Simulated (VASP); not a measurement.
The system is CaHOs2.

```
Ca H Os
1.0
     3.29626    0.00000    0.00000
     0.00000    3.29626    0.00000
     0.00000    0.00000    4.65372
Ca H Os
1 1 2
Direct
  0.50000 0.50000 0.50000
  0.00000 0.00000 0.00000
  0.00000 0.00000 0.50000
  0.50000 0.50000 0.00000
```

The cell was built from a structure type or drawn by symmetry, and may not be a known phase.

```yaml
Program: VASP 6.6.1
Task: relaxation of cell and atoms
Functional: PBE
Potentials_or_basis: VASP PAW PBE potentials, release 64 (Ca_sv, H, Os)
Cutoff: 600 eV
k_mesh: 6 × 6 × 4
Occupations: gaussian, width 0.1 eV
Spin: no spin polarisation
```

At the start: pressure 38.2 GPa; volume 12.64 Å³/atom.

Q: How do energy, volume and symmetry change on relaxing?

A: Over 4 steps the energy falls by 357.3 meV/atom and the volume is 16.49 Å³/atom (+30.4 %); space group P4/mmm (No. 123, to 0.1 Å) before and after.

Step by step:
```csv
step,energy change (eV),largest force (eV/Å),pressure (GPa),volume (Å³)
1,0.0000,0.0000,38.21,50.56
2,-1.1301,0.0000,-8.29,75.98
3,-1.4288,0.0000,0.37,65.57
4,-1.4292,0.0000,-0.09,65.95
```

Final structure:
```yaml
crystal:
  lattice:
    - [3.61988, 0.00000, 0.00000]
    - [0.00000, 3.61988, 0.00000]
    - [0.00000, 0.00000, 5.03336]
  atoms:
    - { symbol: Ca, position: [0.50000, 0.50000, 0.50000] }
    - { symbol: H, position: [0.00000, 0.00000, 0.00000] }
    - { symbol: Os, position: [0.00000, 0.00000, 0.50000] }
    - { symbol: Os, position: [0.50000, 0.50000, 0.00000] }
```

Caveat: the volume moved by over 15 % at a fixed basis, so the end points are rough.
